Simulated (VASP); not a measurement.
# CuO in VASP: further runs

The runs below take CuO through single point, with PBE.

Everything below comes from runs of VASP 6.6.1. Logs are shortened: lines on timing, memory, paths and dates and some standing lists are left out, and cuts for length are marked.

## (1) The cell of the first run

The structure is tetragonal, space group I4/mmm (No. 139). The conventional cell has a = 3.008 Å, b = 3.008 Å, c = 4.218 Å, α = 90.00°, β = 90.00°, γ = 90.00°. Within 2.8 Å of Cu (site symmetry 4/mmm) lie 6 O at 2.11 to 2.13 Å. Within 2.8 Å of O (site symmetry 4/mmm) lie 6 Cu at 2.11 to 2.13 Å.

The cell was built from a structure type or drawn by symmetry, and may not be a known phase.

## (2) Single point, PBE, collinear spin

Input file INCAR:

```
SYSTEM = CuO
  ALGO = Normal
  EDIFF = 1E-6
  ENCUT = 520
  GGA = PE
  ISIF = 2
  ISMEAR = 0
  ISPIN = 2
  LASPH = .True.
  LCHARG = .False.
  LMAXMIX = 4
  LORBIT = 11
  LREAL = .False.
  LWAVE = .False.
  MAGMOM = 1 0
  NBANDS = 20
  NELM = 150
  PREC = Accurate
  SIGMA = 0.1
```

Input file KPOINTS:

```
k-points
0
Gamma
  8 8 8
  0 0 0
```

Input file POSCAR:

```
CuO
1.0
   -1.5042303011      1.5042303011      2.1092395482
    1.5042303011     -1.5042303011      2.1092395482
    1.5042303011      1.5042303011     -2.1092395482
Cu O
1 1
Direct
    0.0000000000      0.0000000000      0.0000000000
    0.5000000000      0.5000000000      0.0000000000
```

Potentials or basis: VASP PAW PBE potentials, release 64 (Cu, O).

Launch:

```
cat potpaw_PBE.64/Cu/POTCAR potpaw_PBE.64/O/POTCAR > POTCAR
mpirun -np 1 vasp_std > vasp.out
```

OUTCAR:

```text
SYSTEM = CuO
   EDIFF = 1E-6
   ENCUT = 520
   GGA = PE
   ISIF = 2
   ISMEAR = 0
   ISPIN = 2
   LASPH = .True.
   LORBIT = 11
   LREAL = .False.
   NELM = 150
   PREC = Accurate

 ion  position               nearest neighbor table
   1  0.000  0.000  0.000-   2 2.11   2 2.11   2 2.13   2 2.13   2 2.13   2 2.13
   2  0.500  0.500  0.000-   1 2.11   1 2.11   1 2.13   1 2.13   1 2.13   1 2.13

  LATTYP: Found a body centered tetragonal cell.
 ALAT       =     3.0084606022
 C/A-ratio  =     1.4022051987

  Lattice vectors:

 A1 = (  -1.5042303011,   1.5042303011,   2.1092395482)
 A2 = (   1.5042303011,  -1.5042303011,   2.1092395482)
 A3 = (   1.5042303011,   1.5042303011,  -2.1092395482)

Analysis of symmetry for initial positions (statically):
=====================================================================
 Subroutine PRICEL returns:
 Original cell was already a primitive cell.

 Routine SETGRP: Setting up the symmetry group for a
 body centered tetragonal supercell.

 Subroutine GETGRP returns: Found 16 space group operations
 (whereof 16 operations were pure point group operations)
 out of a pool of 16 trial point group operations.

The static configuration has the point symmetry D_4h.

Analysis of symmetry for dynamics (positions and initial velocities):
=====================================================================
 Subroutine PRICEL returns:
 Original cell was already a primitive cell.

 Routine SETGRP: Setting up the symmetry group for a
 body centered tetragonal supercell.

 Subroutine GETGRP returns: Found 16 space group operations
 (whereof 16 operations were pure point group operations)
 out of a pool of 16 trial point group operations.

The dynamic configuration has the point symmetry D_4h.

Analysis of structural, dynamic, and magnetic symmetry:
=====================================================================
 Subroutine PRICEL returns:
 Original cell was already a primitive cell.

 Routine SETGRP: Setting up the symmetry group for a
 body centered tetragonal supercell.

 Subroutine GETGRP returns: Found 16 space group operations
 (whereof 16 operations were pure point group operations)
 out of a pool of 16 trial point group operations.

The overall configuration has the point symmetry D_4h.

 Subroutine INISYM returns: Found 16 space group operations
 (whereof 16 operations are pure point group operations),
 and found     1 'primitive' translations

----------------------------------------------------------------------------------------

                                     Primitive cell

  volume of cell :      19.0904

  direct lattice vectors                    reciprocal lattice vectors
    -1.504230301  1.504230301  2.109239548     0.000000000  0.332395910  0.237052259
     1.504230301 -1.504230301  2.109239548     0.332395910  0.000000000  0.237052259
     1.504230301  1.504230301 -2.109239548     0.332395910  0.332395910  0.000000000

  length of vectors
     2.995715118  2.995715118  2.995715118     0.408265618  0.408265618  0.470078804

  position of ions in fractional coordinates (direct lattice)
     0.000000000  0.000000000  0.000000000
     0.500000000  0.500000000  0.000000000

  ion indices of the primitive-cell ions
   primitive index   ion index
                 1           1
                 2           2

----------------------------------------------------------------------------------------

 KPOINTS: k-points

Automatic generation of k-mesh.
 Grid dimensions read from file:
 generate k-points for:    8    8    8

 Generating k-lattice:

  Cartesian coordinates                     Fractional coordinates (reciprocal lattice)
     0.000000000  0.041549489  0.029631532     0.125000000  0.000000000  0.000000000
     0.041549489  0.000000000  0.029631532     0.000000000  0.125000000  0.000000000
     0.041549489  0.041549489  0.000000000     0.000000000  0.000000000  0.125000000

  Length of vectors
     0.051033202  0.051033202  0.058759851

  Shift w.r.t. Gamma in fractional coordinates (k-lattice)
     0.000000000  0.000000000  0.000000000

 Subroutine IBZKPT returns following result:
 ===========================================

 Found     59 irreducible k-points:

 Following reciprocal coordinates:
            Coordinates               Weight
  0.000000  0.000000  0.000000      1.000000
  0.125000  0.000000  0.000000      8.000000
  0.250000  0.000000  0.000000      8.000000
  0.375000  0.000000  0.000000      8.000000
  0.500000  0.000000  0.000000      4.000000
  0.125000  0.125000  0.000000      8.000000
[... 16 lines left out ...]
  0.250000  0.125000  0.125000     16.000000
  0.375000  0.125000  0.125000      8.000000
 [... further k-points ...]
   k-points           NKPTS =     59   k-points in BZ     NKDIM =     59   number of bands    NBANDS=     20
   number of dos      NEDOS =    301   number of ions     NIONS =      2
   total plane-waves  NPLWV =  13824
   dimension x,y,z NGX =    24 NGY =   24 NGZ =   24
   dimension x,y,z NGXF=    48 NGYF=   48 NGZF=   48
   ions per type =               1   1
   NGX,Y,Z   is equivalent  to a cutoff of  13.32, 13.32, 13.32 a.u.
   NGXF,Y,Z  is equivalent  to a cutoff of  26.64, 26.64, 26.64 a.u.
 SYSTEM =  CuO
   PREC   = accura    normal or accurate (medium, high low for compatibility)
   ISTART =      0    job   : 0-new  1-cont  2-samecut
   ICHARG =      2    charge: 1-file 2-atom 10-const
   ISPIN  =      2    spin polarized calculation?
   LNONCOLLINEAR =      F non collinear calculations
   LSORBIT =      F    spin-orbit coupling
   LASPH  =      T    aspherical Exc in radial PAW
   ENCUT  =  520.0 eV  38.22 Ry    6.18 a.u.   5.57  5.57  5.57*2*pi/ulx,y,z
   NELM   =    150;   NELMIN=  2; NELMDL= -5     # of ELM steps
   EDIFF  = 0.1E-05   stopping-criterion for ELM
   LREAL  =      F    real-space projection
   EDIFFG = 0.1E-04   stopping-criterion for IOM
   NSW    =      0    number of steps for IOM
   IBRION =     -1    ionic relax: 0-MD 1-quasi-New 2-CG
   NFREE  =      0    steps in history (QN), initial steepest desc. (CG)
   ISIF   =      2    stress and relaxation
   ISYM   =      2    0-nonsym 1-usesym 2-fastsym
   POTIM  = 0.5000    time-step for ionic-motion
   TEBEG  =    0.0;   TEEND  =   0.0 temperature during run
   PSTRESS=    0.0 pullay stress
   NELECT =      17.0000    total number of electrons
   NUPDOWN=      -1.0000    fix difference up-down
   EMIN   =  10.00;   EMAX   =-10.00  energy-range for DOS
   EFERMI =   0.00;   METHOD = LEGACY
   ISMEAR =     0;   SIGMA  =   0.10  broadening in eV -4-tet -1-fermi 0-gaus
   EFERMI_NEDOS =   21; number of points for ismear=-14 and -15
   IALGO  =     38    algorithm
   IMIX   =      4    mixing-type and parameters
     AMIX     =   0.40;   BMIX     =  1.00
     AMIX_MAG =   1.60;   BMIX_MAG =  1.00
  volume/ion in A,a.u.               =       9.55        64.41
  Fermi-wavevector in a.u.,A,eV,Ry     =   1.575021  2.976358 33.751842  2.480690
  Thomas-Fermi vector in A             =   2.676067
   LORBIT       =     11    0 simple, 1 ext, 2 COOP (PROOUT), +10 PAW based schemes
   GGA     = PE    functional components
   LHFCALC =     F    Hartree Fock is set to
   AEXX    =    0.0000 exact exchange contribution
   IVDW    =     0    specifies the selected vdW correction
   LEPSILON=     F    determine dielectric tensor
   LRPA    =     F    only Hartree local field effects (RPA)
 spin polarized calculation
 Gauss-broadening in eV      SIGMA  =   0.10
  energy-cutoff  :      520.00
  volume of cell :       19.09
 maximum number of plane-waves:       531
 NGX is ok and might be reduce to    24
   NGX = 11   NGY = 11   NGZ = 11

 number of electron      17.0000010 magnetization      -0.0020386

 number of electron      17.0000010 magnetization       0.0017106

 Free energy of the ion-electron system (eV)
  ---------------------------------------------------
  ext. energy  EPLUGINS =         0.00000000
  ---------------------------------------------------
  free energy    TOTEN  =        -9.54086698 eV

  energy without entropy =       -9.53560986  energy(sigma->0) =       -9.53823842

 E-fermi :   6.1669     XC(G=0): -12.3842

 val. band max:        6.1358672901   @ k =   0.1250   0.1250   0.1250
 cond. band min:       6.2579443823   @ k =  -0.3750   0.1250   0.0000
 fundamental gap:      0.1220770922
 Fermi energy:         6.1669428800

 spin component 1

 k-point     1 :       0.0000    0.0000    0.0000
  band No.  band energies     occupation
      1     -13.3721      1.00000
      2       3.6598      1.00000
      3       3.6598      1.00000
      4       3.6938      1.00000
      5       3.7652      1.00000
      6       3.8040      1.00000
[... 12 lines left out ...]
     19      31.7247      0.00000
     20      40.4533      0.00000

 k-point     2 :       0.1250    0.0000    0.0000
  band No.  band energies     occupation
      1     -13.2106      1.00000
      2       2.4264      1.00000
      3       2.7997      1.00000
      4       2.8179      1.00000
      5       3.7753      1.00000
      6       3.7881      1.00000
[... 12 lines left out ...]
     19      33.6497      0.00000
     20      39.4505      0.00000
[... 465 lines left out ...]
      3       1.2573      1.00000
      4       1.4942      1.00000
      5       4.0217      1.00000
      6       4.3100      1.00000
[... 12 lines left out ...]
     19      36.9718      0.00000
     20      41.0780      0.00000

 k-point    24 :       0.3750    0.1250    0.1250
  band No.  band energies     occupation
      1     -12.0070      1.00000
      2      -0.5917      1.00000
      3       1.0080      1.00000
      4       1.3243      1.00000
      5       4.1807      1.00000
      6       4.2763      1.00000
[... 12 lines left out ...]
     19      36.7228      0.00000
     20      43.8318      0.00000

 [... further k-points ...]

 spin component 2

 k-point     1 :       0.0000    0.0000    0.0000
  band No.  band energies     occupation
      1     -13.3714      1.00000
      2       3.6604      1.00000
      3       3.6604      1.00000
      4       3.6944      1.00000
      5       3.7660      1.00000
      6       3.8048      1.00000
[... 12 lines left out ...]
     19      31.7251      0.00000
     20      40.4536      0.00000

 k-point     2 :       0.1250    0.0000    0.0000
  band No.  band energies     occupation
      1     -13.2100      1.00000
      2       2.4270      1.00000
      3       2.8008      1.00000
      4       2.8189      1.00000
      5       3.7759      1.00000
      6       3.7888      1.00000
[... 12 lines left out ...]
     19      33.6501      0.00000
     20      39.4509      0.00000
[... 465 lines left out ...]
      3       1.2580      1.00000
      4       1.4950      1.00000
      5       4.0224      1.00000
      6       4.3108      1.00000
[... 12 lines left out ...]
     19      36.9722      0.00000
     20      41.0782      0.00000

 k-point    24 :       0.3750    0.1250    0.1250
  band No.  band energies     occupation
      1     -12.0063      1.00000
      2      -0.5913      1.00000
      3       1.0087      1.00000
      4       1.3253      1.00000
      5       4.1815      1.00000
      6       4.2769      1.00000
[... 12 lines left out ...]
     19      36.7231      0.00000
     20      43.8321      0.00000

 [... further k-points ...]

------------------------ aborting loop because EDIFF is reached ----------------------------------------

  FORCE on cell =-STRESS in cart. coord.  units (eV):
  Direction    XX          YY          ZZ          XY          YZ          ZX
  --------------------------------------------------------------------------------------
  -------------------------------------------------------------------------------------
  Total        0.0088623      0.0088623      0.0703128      0.0000000     -0.0000000      0.0000000
  in kB        0.7437777      0.7437777      5.9010677      0.0000000     -0.0000000      0.0000000
  external PRESSURE =       2.4628743 kB  Pullay stress =       0.0000000 kB

 VOLUME and BASIS-vectors are now :
 -----------------------------------------------------------------------------
  energy-cutoff  :      520.00
  volume of cell :       19.09
      direct lattice vectors                 reciprocal lattice vectors
    -1.504230301  1.504230301  2.109239548     0.000000000  0.332395910  0.237052259
     1.504230301 -1.504230301  2.109239548     0.332395910  0.000000000  0.237052259
     1.504230301  1.504230301 -2.109239548     0.332395910  0.332395910  0.000000000

 POSITION                                       TOTAL-FORCE (eV/Angst)
 -----------------------------------------------------------------------------------
      0.00000      0.00000      0.00000         0.000000     -0.000000     -0.000000
      0.00000      0.00000      2.10924        -0.000000      0.000000      0.000000
 -----------------------------------------------------------------------------------
    total drift:                               -0.000000      0.000000     -0.000000

  FREE ENERGIE OF THE ION-ELECTRON SYSTEM (eV)
  ---------------------------------------------------
  free  energy   TOTEN  =        -9.5408669811 eV

  energy  without entropy=       -9.5356098576  energy(sigma->0) =       -9.53823842

 total charge

# of ion       s       p       d       tot
------------------------------------------
    1        0.309   0.319   9.149   9.777
    2        1.578   3.348   0.000   4.925
--------------------------------------------------
tot          1.886   3.667   9.149  14.702

 magnetization (x)

# of ion       s       p       d       tot
------------------------------------------
    1       -0.000  -0.000   0.001   0.001
    2        0.000   0.000   0.000   0.000
--------------------------------------------------
tot          0.000   0.000   0.001   0.001
```

It took 55 s on 1 thread of Intel Xeon 8259CL, shared host; peak memory 0.17 GiB.

What came out:

```yaml
Free_energy: -9.5409 eV
Pressure: 0.2 GPa
Net_moment: 0.00 μB per cell
Valence_electrons_inside_the_program's_atomic_spheres: Cu 9.78; O 4.92
```

Stress tensor (GPa, compression positive):
```
0.07 0.00 0.00
0.00 0.07 0.00
0.00 0.00 0.59
```

Caveat: semilocal functionals often make such compounds metallic where correlation or magnetic order opens a gap, which also shifts bond lengths. With open d or f shells a metallic result of PBE can be an artefact of self-interaction; +U or a hybrid may open a gap.

## (3) Single point, PBE (8.41 Å³/atom)

This run uses another cell than the first one, of 8.41 Å³/atom.

Input file INCAR:

```
PREC = Accurate
ENCUT = 520
EDIFF = 1E-6
ISMEAR = 0
SIGMA = 0.1
LREAL = False
LASPH = True
NELM = 80
ALGO = Normal
ISIF = 2
LWAVE = False
LCHARG = False
GGA = PE
NBANDS = 16
```

Input file KPOINTS:

```
regular mesh
0
Gamma
  22 22 22
```

Input file POSCAR:

```
CuO
1.0
    0.0000000000      2.0335143190      2.0335143190
    2.0335143190      0.0000000000      2.0335143190
    2.0335143190      2.0335143190      0.0000000000
Cu O
1 1
Direct
    0.0000000000      0.0000000000      0.0000000000
    0.5000000000      0.5000000000      0.5000000000
```

Potentials or basis: VASP PAW PBE potentials, release 64 (Cu, O).

Launch:

```
cat potpaw_PBE.64/Cu/POTCAR potpaw_PBE.64/O/POTCAR > POTCAR
mpirun -np 1 vasp_std > vasp.out
```

It took 1.8 min on 1 thread of Intel Xeon 8259CL, shared host; peak memory 0.21 GiB.

It converged, with:

* Free energy: -9.3342 eV
* Pressure: 31.2 GPa
* Band gap on the k mesh: zero (an odd number of electrons rules out a gap without spin polarisation)

Levels at points of the mesh, in eV from the Fermi level:
```tsv
k point	band 6	band 7	band 8	band 9	band 10	band 11	band 12	band 13
(0.00, 0.00, 0.00)	-2.88	-2.88	-2.59	-2.59	2.02	18.47	19.43	19.43
(0.50, 0.00, 0.00)	-2.13	-1.62	0.85	0.85	5.88	10.71	14.40	14.40
(0.50, 0.50, 0.00)	-2.21	-1.90	-1.90	-1.55	6.25	11.34	12.40	17.48
```

Caveat: the cell stands under pressure; an odd number of electrons without spin polarisation forces a metal; a magnetic or distorted state may lie lower; semilocal functionals often make such compounds metallic where correlation or magnetic order opens a gap, which also shifts bond lengths.
